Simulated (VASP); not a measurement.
**Yb3Al3Ag: single point with PBE**

The system is Yb3Al3Ag.

```
Yb Al Ag
1.0
     5.24208    0.00000    0.00000
     0.00000    5.24208    0.00000
     0.00000    0.00000    5.24208
Yb Al Ag
3 3 1
Direct
  0.50000 0.00000 0.00000
  0.00000 0.50000 0.00000
  0.00000 0.00000 0.50000
  0.50000 0.00000 0.50000
  0.50000 0.50000 0.00000
  0.00000 0.50000 0.50000
  0.00000 0.00000 0.00000
```

The cell was built from a structure type or drawn by symmetry, and may not be a known phase.

| Item | Value |
| --- | --- |
| Program | VASP 6.6.1 |
| Task | single point |
| Functional | PBE |
| Potentials or basis | VASP PAW PBE potentials, release 64 (Yb, Al, Ag) |
| Cutoff | 520 eV |
| k mesh | 4 × 4 × 4 |
| Occupations | gaussian, width 0.1 eV |
| Spin | no spin polarisation |

| Quantity | Value |
| --- | --- |
| Pressure | 28.2 GPa |
| Band gap on the k mesh | zero (bands 46 and 47 overlap by 0.94 eV) |

Levels at points of the mesh, in eV from the Fermi level:
```tsv
k point	band 43	band 44	band 45	band 46	band 47	band 48	band 49	band 50
(0.00, 0.00, 0.00)	-0.41	-0.41	-0.41	0.78	0.78	0.78	3.17	3.17
(0.50, 0.00, 0.00)	-0.39	-0.39	-0.03	-0.03	0.01	0.16	1.23	1.53
(0.50, 0.50, 0.00)	-0.46	-0.42	-0.36	-0.13	0.17	0.37	0.56	0.79
(0.50, 0.50, 0.50)	-0.42	-0.41	-0.41	-0.41	-0.17	-0.17	-0.17	1.44
```

Run time: 9.5 min on 1 thread of Oxide Virtual Turin-like Processor (shared host), peak memory 0.26 GiB.

Caveat: the cell stands under pressure; spin-orbit coupling is left out, which moves the levels of the heavy elements. Spin polarisation is off, so any magnetic state and its effect on volume and gap are missing.
